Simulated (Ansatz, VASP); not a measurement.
## BN: VASP beside Ansatz

```xyz
2
Lattice="0.0000 1.8048 1.8222 1.8048 0.0000 1.8222 1.8048 1.8048 0.0000" Properties=species:S:1:pos:R:3 pbc="T T T"
B     0.0000    0.0000    0.0000
N     0.9024    0.9024    0.9111
```

Change from the starting cell: uniaxial_z strain +1.0%.

Alike in both runs: task single point; functional PBE; k mesh 12 × 12 × 12; occupations fermi-dirac, width 0.02 eV; no spin polarisation.

|  | VASP | Ansatz |
| --- | --- | --- |
| version | VASP 6.6.1 | Ansatz 0.2.0 |
| potentials or method | VASP PAW PBE potentials, release 64 (B, N) | plane waves, PAW |
| plane-wave cutoff (eV) | 520 | 420 |
| valence electrons in the cell | 8 | 8 |

Ansatz gave:

- gap on the k mesh at the Fermi level (eV): 4.38
- pressure (GPa): 1.1
- traceless stress, the component that is largest in VASP (GPa): -3.95

**Question.** Estimate VASP's values.

**Answer.** gap on the k mesh at the Fermi level (eV): 4.37; pressure (GPa): 1.3; traceless stress, the component that is largest in VASP (GPa): -3.95.
